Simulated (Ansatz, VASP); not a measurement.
**One calculation of MgS, two programs**

Contents of INCAR:

```
SYSTEM = MgS
ALGO = Normal
EDIFF = 1E-6
ENCUT = 520
GGA = PE
ISIF = 2
ISMEAR = 0
LASPH = .TRUE.
LCHARG = .TRUE.
LELF = .TRUE.
LREAL = .FALSE.
LVHAR = .TRUE.
LWAVE = .FALSE.
NBANDS = 11
NELM = 80
PREC = Accurate
SIGMA = 0.05
```

KPOINTS

```
k-points
0
G
  8 8 8
  0 0 0
```

File POSCAR:

```
MgS
1.0
    0.0000000000      2.4715675000      2.4715675000
    2.4715675000      0.0000000000      2.4715675000
    2.4715675000      2.4715675000      0.0000000000
Mg S
1 1
Direct
    0.0000000000      0.0000000000      0.0000000000
    0.5000000000      0.5000000000      0.5000000000
```

Input for Ansatz:

```yaml
crystal:
  lattice:
    - [0.0, 2.4715675, 2.4715675]
    - [2.4715675, 0.0, 2.4715675]
    - [2.4715675, 2.4715675, 0.0]
  atoms:
    - { symbol: Mg, position: [0.0, 0.0, 0.0] }
    - { symbol: S, position: [0.5, 0.5, 0.5] }
basis:
  ecutwfc: 420
kpoints:
  mp_grid: { grid: [8, 8, 8] }
hamiltonian:
  xc: pbe
scf:
  occupations: { method: gaussian, width: 0.05 }
output:
  forces: true
  stress: true
  eigenvalues: true
```

Change from the starting cell: strain -0.050 along x and y, -0.050 along z, atoms carried along.

Alike in both runs: task single point; functional PBE; k mesh 8 × 8 × 8; occupations gaussian, width 0.05 eV; no spin polarisation.

|  | VASP | Ansatz |
| --- | --- | --- |
| version | VASP 6.6.1 | Ansatz 0.2.0 |
| potentials or method | VASP PAW PBE potentials, release 64 (Mg, S), cutoff 520 eV | scalar-relativistic, plane waves, PAW |
| valence electrons in the cell | 8 | 16 |

|  | VASP | Ansatz | Ansatz less VASP |
| --- | --- | --- | --- |
| gap on the k mesh at the Fermi level (eV) | 3.09 | 3.10 | +0.004 |
| least direct gap on the mesh (eV) | 5.05 | 5.06 | +0.005 |
| pressure (GPa) | 17.3 | 17.6 | +0.33 |

VASP's potentials hold 8 valence electrons a cell and Ansatz's 16, so a difference there can come from the potentials and not from the codes.
